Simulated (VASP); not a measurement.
# Pb (Im-3m) in VASP: notebook

Aim: see how the results for Pb move with the level of theory and the settings. Levels: PBEsol, RPBE. Tasks: vibrations by perturbation theory, elastic constants, band structure.

All numbers are computed with VASP 6.6.1; they aren't measurements. Logs are shortened: lines on timing, memory, paths and dates and some standing lists are left out, and cuts for length are marked.

## (1) The cell of the first run

The structure is cubic, space group Im-3m (No. 229). Conventional cell: a = 3.959 Å, b = 3.959 Å, c = 3.959 Å, α = 90.00°, β = 90.00°, γ = 90.00°. Pb (site symmetry m-3m) has 14 Pb at 3.43 to 3.96 Å within 4.5 Å.

This isn't the form of Pb at room conditions, which is fcc.

## (2) Vibrations by perturbation theory, PBEsol

INCAR reads:

```
ALGO = Normal
EDIFF = 1E-8
ENCUT = 520
GGA = PS
IBRION = 8
ISIF = 2
ISMEAR = -1
LASPH = T
LCHARG = F
LREAL = F
LWAVE = F
NELM = 80
NSW = 1
PREC = Accurate
SIGMA = 0.05
```

KPOINTS reads:

```
k-points
0
Gamma
  8 8 8
```

POSCAR reads:

```
Pb
1.0
   -1.9796595667      1.9796595667      1.9796595667
    1.9796595667     -1.9796595667      1.9796595667
    1.9796595667      1.9796595667     -1.9796595667
Pb
1
Direct
    0.0000000000      0.0000000000      0.0000000000
```

Potentials or basis: VASP PAW PBE potentials, release 64 (Pb_d).

Started as:

```sh
$ cat potpaw_PBE.64/Pb_d/POTCAR > POTCAR
$ mpirun -np 1 vasp_std > vasp.out
```

OUTCAR:

```text
EDIFF = 1E-8
   ENCUT = 520
   GGA = PS
   IBRION = 8
   ISIF = 2
   ISMEAR = -1
   LASPH = T
   LREAL = F
   NELM = 80
   NSW = 1
   PREC = Accurate

 ion  position               nearest neighbor table
   1  0.000  0.000  0.000-

  LATTYP: Found a body centered cubic cell.
 ALAT       =     3.9593191334

  Lattice vectors:

 A1 = (  -1.9796595667,   1.9796595667,   1.9796595667)
 A2 = (   1.9796595667,  -1.9796595667,   1.9796595667)
 A3 = (   1.9796595667,   1.9796595667,  -1.9796595667)

Analysis of symmetry for initial positions (statically):
=====================================================================
 Subroutine PRICEL returns:
 Original cell was already a primitive cell.

 Routine SETGRP: Setting up the symmetry group for a
 body centered cubic supercell.

 Subroutine GETGRP returns: Found 48 space group operations
 (whereof 48 operations were pure point group operations)
 out of a pool of 48 trial point group operations.

The static configuration has the point symmetry O_h .

Analysis of symmetry for dynamics (positions and initial velocities):
=====================================================================
 Subroutine PRICEL returns:
 Original cell was already a primitive cell.

 Routine SETGRP: Setting up the symmetry group for a
 body centered cubic supercell.

 Subroutine GETGRP returns: Found 48 space group operations
 (whereof 48 operations were pure point group operations)
 out of a pool of 48 trial point group operations.

The dynamic configuration has the point symmetry O_h .

 Subroutine INISYM returns: Found 48 space group operations
 (whereof 48 operations are pure point group operations),
 and found     1 'primitive' translations

----------------------------------------------------------------------------------------

                                     Primitive cell

  volume of cell :      31.0336

  direct lattice vectors                    reciprocal lattice vectors
    -1.979659567  1.979659567  1.979659567     0.000000000  0.252568678  0.252568678
     1.979659567 -1.979659567  1.979659567     0.252568678  0.000000000  0.252568678
     1.979659567  1.979659567 -1.979659567     0.252568678  0.252568678  0.000000000

  length of vectors
     3.428870951  3.428870951  3.428870951     0.357186050  0.357186050  0.357186050

  position of ions in fractional coordinates (direct lattice)
     0.000000000  0.000000000  0.000000000

  ion indices of the primitive-cell ions
   primitive index   ion index
                 1           1

----------------------------------------------------------------------------------------

 KPOINTS: k-points

Automatic generation of k-mesh.
 Grid dimensions read from file:
 generate k-points for:    8    8    8

 Generating k-lattice:

  Cartesian coordinates                     Fractional coordinates (reciprocal lattice)
     0.000000000  0.031571085  0.031571085     0.125000000  0.000000000  0.000000000
     0.031571085  0.000000000  0.031571085     0.000000000  0.125000000  0.000000000
     0.031571085  0.031571085  0.000000000     0.000000000  0.000000000  0.125000000

  Length of vectors
     0.044648256  0.044648256  0.044648256

  Shift w.r.t. Gamma in fractional coordinates (k-lattice)
     0.000000000  0.000000000  0.000000000

 Subroutine IBZKPT returns following result:
 ===========================================

 Found     29 irreducible k-points:

 Following reciprocal coordinates:
            Coordinates               Weight
  0.000000  0.000000  0.000000      1.000000
  0.125000  0.000000  0.000000     12.000000
  0.250000  0.000000  0.000000     12.000000
[... 60 lines left out ...]
     AMIX_MAG =   1.60;   BMIX_MAG =  1.00
  volume/ion in A,a.u.               =      31.03       209.42
  Fermi-wavevector in a.u.,A,eV,Ry     =   1.255568  2.372680 21.448927  1.576452
  Thomas-Fermi vector in A             =   2.389319
   LORBIT       =      0    0 simple, 1 ext, 2 COOP (PROOUT), +10 PAW based schemes
   GGA     = PS    functional components
   LHFCALC =     F    Hartree Fock is set to
   AEXX    =    0.0000 exact exchange contribution
   IVDW    =     0    specifies the selected vdW correction
   LEPSILON=     F    determine dielectric tensor
   LRPA    =     F    only Hartree local field effects (RPA)
 non-spin polarized calculation
  energy-cutoff  :      520.00
  volume of cell :       31.03
 maximum number of plane-waves:       887
 NGX is ok and might be reduce to    28
   NGX = 13   NGY = 13   NGZ = 13

--------------------------------------- Ionic step        1  -------------------------------------------

 number of electron      14.0000002 magnetization

 Free energy of the ion-electron system (eV)
  ---------------------------------------------------
  ext. energy  EPLUGINS =         0.00000000
  ---------------------------------------------------
  free energy    TOTEN  =        -3.97812249 eV

  energy without entropy =       -3.97563894  energy(sigma->0) =       -3.97688072

 E-fermi :   6.8725     XC(G=0): -10.2324

 val. band max:        6.8708015424   @ k =   0.5000   0.5000   0.3750
 cond. band min:       7.0279288340   @ k =   0.1250   0.1250   0.1250
 fundamental gap:      0.1571272916
 Fermi energy:         6.8725396012

 k-point     1 :       0.0000    0.0000    0.0000
  band No.  band energies     occupation
      1     -10.1774      2.00000
      2     -10.1774      2.00000
      3     -10.1774      2.00000
      4      -9.9499      2.00000
      5      -9.9499      2.00000
      6      -4.7697      2.00000
      7      14.2819      0.00000
      8      14.2819      0.00000
      9      14.2819      0.00000
     10      17.9170      0.00000
     11      17.9171      0.00000
[... 309 lines left out ...]
 k-point    24 :      -0.3750    0.3750    0.2500
  band No.  band energies     occupation
      1     -10.1343      2.00000
      2     -10.0687      2.00000
      3     -10.0493      2.00000
      4      -9.9783      2.00000
      5      -9.8868      2.00000
      6      -1.0141      2.00000
      7       5.6679      2.00000
      8       8.3170      0.00000
      9       9.0087      0.00000
     10      13.2167      0.00000
     11      17.4303      0.00000

 [... further k-points ...]

------------------------ aborting loop because EDIFF is reached ----------------------------------------

  FORCE on cell =-STRESS in cart. coord.  units (eV):
  Direction    XX          YY          ZZ          XY          YZ          ZX
  --------------------------------------------------------------------------------------
  -------------------------------------------------------------------------------------
  Total       -0.2944649     -0.2944649     -0.2944649      0.0000000      0.0000000     -0.0000000
  in kB      -15.2024156    -15.2024156    -15.2024156      0.0000000      0.0000000     -0.0000000
  external PRESSURE =     -15.2024156 kB  Pullay stress =       0.0000000 kB

 VOLUME and BASIS-vectors are now :
 -----------------------------------------------------------------------------
  energy-cutoff  :      520.00
  volume of cell :       31.03
      direct lattice vectors                 reciprocal lattice vectors
    -1.979659567  1.979659567  1.979659567     0.000000000  0.252568678  0.252568678
     1.979659567 -1.979659567  1.979659567     0.252568678  0.000000000  0.252568678
     1.979659567  1.979659567 -1.979659567     0.252568678  0.252568678  0.000000000

 POSITION                                       TOTAL-FORCE (eV/Angst)
 -----------------------------------------------------------------------------------
      0.00000      0.00000      0.00000        -0.000000      0.000000      0.000000
 -----------------------------------------------------------------------------------
    total drift:                               -0.000000     -0.000000     -0.000000

  FREE ENERGIE OF THE ION-ELECTRON SYSTEM (eV)
  ---------------------------------------------------
  free  energy   TOTEN  =        -3.9781224939 eV

  energy  without entropy=       -3.9756389410  energy(sigma->0) =       -3.97688072

[... ionic steps 2 to 3 ...]

--------------------------------------- Ionic step        4  -------------------------------------------

 Free energy of the ion-electron system (eV)
  ---------------------------------------------------
  ---------------------------------------------------
  free energy    TOTEN  =        -0.32168133 eV

  energy without entropy =       -0.32168133

------------------------ aborting loop because EDIFF is reached ----------------------------------------

 INTERNAL STRAIN TENSOR  FOR ION    1  DIRECTION 1   (eV/Angst):
 -----------------------------------------------------------------------------
    -0.01200  0.00000 -0.00000
    -0.00000  0.00493 -0.00000
    -0.00000 -0.00000  0.00493

 INTERNAL STRAIN TENSOR FOR ION    1 for displacements in x,y,z  (eV/Angst):
          X           Y           Z          XY          YZ          ZX
  --------------------------------------------------------------------------------
  x     0.00000     0.00000     0.00000     0.00000     0.00000     0.00000
  y     0.00000     0.00000     0.00000     0.00000     0.00000     0.00000
  z     0.00000     0.00000     0.00000     0.00000     0.00000     0.00000

 SECOND DERIVATIVES (NOT SYMMETRIZED)
 ------------------------------------
               1X          1Y          1Z
  1X    -0.012675    0.000000    0.000000
  1Y     0.000000   -0.012675    0.000000
  1Z     0.000000    0.000000   -0.012675

 Eigenvectors and eigenvalues of the dynamical matrix
 ----------------------------------------------------

   1 f  =    0.122271 THz     0.768251 2PiTHz    4.078521 cm-1     0.505672 meV
             X         Y         Z           dx          dy          dz
      0.000000  0.000000  0.000000     1.000000    0.000000    0.000000

   2 f  =    0.122271 THz     0.768251 2PiTHz    4.078521 cm-1     0.505672 meV
             X         Y         Z           dx          dy          dz
      0.000000  0.000000  0.000000     0.000000    1.000000    0.000000

   3 f  =    0.122271 THz     0.768251 2PiTHz    4.078521 cm-1     0.505672 meV
             X         Y         Z           dx          dy          dz
      0.000000  0.000000  0.000000     0.000000    0.000000    1.000000

--------------------------------------------------------------------------------------------------------

 ELASTIC MODULI CONTR FROM IONIC RELAXATION (kBar)
 Direction    XX          YY          ZZ          XY          YZ          ZX
 --------------------------------------------------------------------------------
 XX           0.0000      0.0000      0.0000      0.0000      0.0000      0.0000
 YY           0.0000      0.0000      0.0000      0.0000      0.0000      0.0000
 ZZ           0.0000      0.0000      0.0000      0.0000      0.0000      0.0000
 XY           0.0000      0.0000      0.0000      0.0000      0.0000      0.0000
 YZ           0.0000      0.0000      0.0000      0.0000      0.0000      0.0000
 ZX           0.0000      0.0000      0.0000      0.0000      0.0000      0.0000
 --------------------------------------------------------------------------------
```

Run time: 89 s. Hardware: 1 thread of Intel Xeon 8259CL, shared host; peak memory 0.19 GiB.

Caveat: the cell stands under pressure or tension, which shifts response properties; the PAW data sets were made with another functional, which shifts forces and pressure a little; spin-orbit coupling is left out, which moves the levels of the heavy elements.

## (3) Elastic constants, PBEsol

INCAR reads:

```
PREC = Accurate
ENCUT = 600
EDIFF = 1E-8
ISMEAR = -1
SIGMA = 0.05
LREAL = F
LASPH = T
NELM = 60
ALGO = Normal
ISIF = 3
LWAVE = F
LCHARG = F
GGA = PS
IBRION = 6
NFREE = 2
POTIM = 0.015
NSW = 1
```

KPOINTS reads:

```
Automatic mesh
0
Gamma
  8 8 8
```

POSCAR is that of step 2.

Potentials or basis: VASP PAW PBE potentials, release 64 (Pb_d).

Started as:

```sh
$ cat potpaw_PBE.64/Pb_d/POTCAR > POTCAR
$ mpirun -np 1 vasp_std > vasp.out
```

It took 8.7 min on 1 thread of Intel Xeon 8259CL, shared host; peak memory 0.25 GiB.

It converged, with:

- Elastic constants C11, C12, C44: 23, 52, 39 GPa
- Voigt bulk modulus: 43 GPa

Elastic tensor in Voigt notation (GPa, in the Cartesian axes of the cell as first typed):
```
23 52 52  0  0  0
52 23 52  0  0  0
52 52 23  0  0  0
 0  0  0 39  0  0
 0  0  0  0 39  0
 0  0  0  0  0 39
```

Clamped-ion elastic tensor (GPa):
```
23 52 52  0  0  0
52 23 52  0  0  0
52 52 23  0  0  0
 0  0  0 39  0  0
 0  0  0  0 39  0
 0  0  0  0  0 39
```

Caveat: the cell is under stress, which shifts elastic constants; the elastic tensor has a negative eigenvalue, so either the cell is unstable as it stands or the mesh is too thin; the PAW data sets were made with another functional, which shifts forces and pressure a little; spin-orbit coupling is left out, which moves the levels of the heavy elements.

## (4) Band structure, RPBE

INCAR reads:

```
ALGO = Normal ; EDIFF = 1E-6
ENCUT = 280 ; GGA = RP
GGA_COMPAT = False ; ISMEAR = 2
LASPH = True ; LCHARG = False
LREAL = False ; LWAVE = False
NBANDS = 21 ; NELM = 120
PREC = Accurate ; SIGMA = 0.1
```

KPOINTS reads:

```
Automatic mesh
0
Gamma
  11 11 11
  0 0 0
```

KPOINTS_OPT reads:

```
path GHNGPH,PN
12
line-mode
reciprocal
 0.0000000000  0.0000000000  0.0000000000  G
 0.5000000000 -0.5000000000  0.5000000000  H

 0.5000000000 -0.5000000000  0.5000000000  H
 0.0000000000  0.0000000000  0.5000000000  N

 0.0000000000  0.0000000000  0.5000000000  N
 0.0000000000  0.0000000000  0.0000000000  G

 0.0000000000  0.0000000000  0.0000000000  G
 0.2500000000  0.2500000000  0.2500000000  P

 0.2500000000  0.2500000000  0.2500000000  P
 0.5000000000 -0.5000000000  0.5000000000  H

 0.2500000000  0.2500000000  0.2500000000  P
 0.0000000000  0.0000000000  0.5000000000  N
```

POSCAR is that of step 3.

Started as:

```sh
$ cat potpaw_PBE.64/Pb_d/POTCAR > POTCAR
$ mpirun -np 1 vasp_std > vasp.out
```

Run time: 18 s. Hardware: 1 thread of Intel Xeon Platinum 8259CL at 2.50GHz (Skylake/Cascade Lake), shared host; peak memory 0.14 GiB.

Results (log left out):

```
Free energy             : -3.1200 eV
Pressure                : 2.4 GPa
Band gap along the path : zero within the smearing
```

Levels at the corners of the path, in eV from the Fermi level:
```
point  band 3  band 4  band 5  band 6  band 7  band 8  band 9  band 10  band 11  band 12
    Γ  -17.21  -16.99  -16.99  -11.65    7.41    7.41    7.41    11.00    11.00    11.00
    H  -16.89  -16.89  -16.89   -5.30   -0.39   -0.39   -0.39     4.47     4.47    16.32
    H  -16.89  -16.89  -16.89   -5.30   -0.39   -0.39   -0.39     4.47     4.47    16.32
    N  -17.00  -17.00  -16.85   -7.92   -4.00    3.36    5.04     7.36     8.78    13.72
    N  -17.00  -17.00  -16.85   -7.92   -4.00    3.36    5.04     7.36     8.78    13.72
    Γ  -17.21  -16.99  -16.99  -11.65    7.41    7.41    7.41    11.00    11.00    11.00
    Γ  -17.21  -16.99  -16.99  -11.65    7.41    7.41    7.41    11.00    11.00    11.00
    P  -17.12  -16.99  -16.99   -7.24   -1.06   -1.06   -1.06    16.51    16.51    16.51
    P  -17.12  -16.99  -16.99   -7.24   -1.06   -1.06   -1.06    16.51    16.51    16.51
    H  -16.89  -16.89  -16.89   -5.30   -0.39   -0.39   -0.39     4.47     4.47    16.32
    P  -17.12  -16.99  -16.99   -7.24   -1.06   -1.06   -1.06    16.51    16.51    16.51
    N  -17.00  -17.00  -16.85   -7.92   -4.00    3.36    5.04     7.36     8.78    13.72
```

Caveat: the cutoff is under 1.25 times the usual one of these potentials, so pressure, stress and relaxed cells hold a basis-set (Pulay) error; the PAW data sets were made with another functional, which shifts forces and pressure a little; spin-orbit coupling is left out, which moves the levels of the heavy elements.

## (5) Band structure, RPBE

INCAR reads:

```
ALGO = Normal ; EDIFF = 1E-7
ENCUT = 480 ; GGA = RP
GGA_COMPAT = False ; ISMEAR = 2
LASPH = True ; LCHARG = False
LREAL = False ; LWAVE = False
NBANDS = 31 ; NELM = 120
PREC = Accurate ; SIGMA = 0.05
```

KPOINTS reads:

```
Automatic mesh
0
Gamma
  22 22 22
  0 0 0
```

KPOINTS_OPT is that of step 4.

POSCAR is that of step 4.

Started as:

```sh
$ cat potpaw_PBE.64/Pb_d/POTCAR > POTCAR
$ mpirun -np 1 vasp_std > vasp.out
```

It took 4 min on 1 thread of Intel Xeon Platinum 8259CL at 2.50GHz (Skylake/Cascade Lake), shared host; peak memory 0.44 GiB.

It converged, with:

| Property | Result |
| --- | --- |
| Free energy | -3.1199 eV |
| Pressure | 2.7 GPa |
| Band gap along the path | zero within the smearing |

Levels at the corners of the path, in eV from the Fermi level:
```
point  band 3  band 4  band 5  band 6  band 7  band 8  band 9  band 10  band 11  band 12
    Γ  -17.18  -16.96  -16.96  -11.60    7.47    7.47    7.47    11.05    11.05    11.05
    H  -16.86  -16.86  -16.86   -5.24   -0.34   -0.34   -0.34     4.52     4.52    16.37
    H  -16.86  -16.86  -16.86   -5.24   -0.34   -0.34   -0.34     4.52     4.52    16.37
    N  -16.97  -16.97  -16.82   -7.86   -3.94    3.41    5.09     7.41     8.83    13.78
    N  -16.97  -16.97  -16.82   -7.86   -3.94    3.41    5.09     7.41     8.83    13.78
    Γ  -17.18  -16.96  -16.96  -11.60    7.47    7.47    7.47    11.05    11.05    11.05
    Γ  -17.18  -16.96  -16.96  -11.60    7.47    7.47    7.47    11.05    11.05    11.05
    P  -17.08  -16.97  -16.97   -7.18   -1.01   -1.01   -1.01    16.56    16.56    16.56
    P  -17.08  -16.97  -16.97   -7.18   -1.01   -1.01   -1.01    16.56    16.56    16.56
    H  -16.86  -16.86  -16.86   -5.24   -0.34   -0.34   -0.34     4.52     4.52    16.37
    P  -17.08  -16.97  -16.97   -7.18   -1.01   -1.01   -1.01    16.56    16.56    16.56
    N  -16.97  -16.97  -16.82   -7.86   -3.94    3.41    5.09     7.41     8.83    13.78
```

Caveat: the PAW data sets were made with another functional, which shifts forces and pressure a little; spin-orbit coupling is left out, which moves the levels of the heavy elements.

[end of part 1 of 2]
